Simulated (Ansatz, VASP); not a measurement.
# InSb: VASP beside Ansatz

```
In Sb
1.0
     3.24792    0.00000    0.00000
     0.00000    3.24792    0.00000
     0.00000    0.00000    5.57725
In Sb
1 1
Direct
  0.00000 0.00000 0.00000
  0.00000 0.00000 0.50000
```

Alike in both runs: task single point; functional PBEsol; k mesh 18 × 18 × 10; occupations gaussian, width 0.15 eV; no spin polarisation.

|  | VASP | Ansatz |
| --- | --- | --- |
| version | VASP 6.6.1 | Ansatz 0.2.0 |
| potentials or method | VASP PAW PBE potentials, release 64 (In_d, Sb), cutoff 520 eV | scalar-relativistic, plane waves, PAW |
| valence electrons in the cell | 18 | 28 |

Ansatz gave:

| Item | Value |
| --- | --- |
| gap on the k mesh at the Fermi level (eV) | none |
| pressure (GPa) | 0.3 |
| traceless stress, the component that is largest in VASP (GPa) | 10.92 |

Task: Which values does VASP return?

Result: gap on the k mesh at the Fermi level (eV): none; pressure (GPa): 0.2; traceless stress, the component that is largest in VASP (GPa): 10.91.

VASP's potentials were made for PBE, not for PBEsol. A gap of «none» marks a metal or a gap that the smearing closes. VASP's potentials hold 18 valence electrons a cell and Ansatz's 28, so a difference there can come from the potentials and not from the codes.

Neither program's run includes spin-orbit coupling.
